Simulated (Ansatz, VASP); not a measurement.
# One calculation of NiO2, two programs

```
Ni O
1.0
     2.93953    0.00000    0.00000
    -1.46977    2.54571    0.00000
     0.00000    0.00000    4.37793
Ni O
1 2
Direct
  0.00000 0.00000 0.50000
  0.66667 0.33333 0.69121
  0.33333 0.66667 0.30879
```

Alike in both runs: task single point; functional PBEsol; k mesh 12 × 12 × 6; occupations gaussian, width 0.05 eV; no spin polarisation.

```csv
,VASP,Ansatz
version,VASP 6.6.1,Ansatz 0.2.0
potentials or method,"VASP PAW PBE potentials, release 64 (Ni, O), cutoff 520 eV","scalar-relativistic, plane waves, PAW"
valence electrons in the cell,22,30
```

Ansatz gave:

* gap on the k mesh at the Fermi level (eV): 0.63
* least direct gap on the mesh (eV): 0.99
* pressure (GPa): -9.6
* traceless stress, the component that is largest in VASP (GPa): 13.15
* rms of the force components (eV/Å): 0.198

Task: Estimate VASP's values.

Result: gap on the k mesh at the Fermi level (eV): 0.61; least direct gap on the mesh (eV): 0.95; pressure (GPa): -8.8; traceless stress, the component that is largest in VASP (GPa): 12.56; rms of the force components (eV/Å): 0.214.

VASP's potentials were made for PBE, not for PBEsol. Atom by atom the forces differ by 0.015 eV/Å (rms over components). VASP's potentials hold 22 valence electrons a cell and Ansatz's 30, so a difference there can come from the potentials and not from the codes.
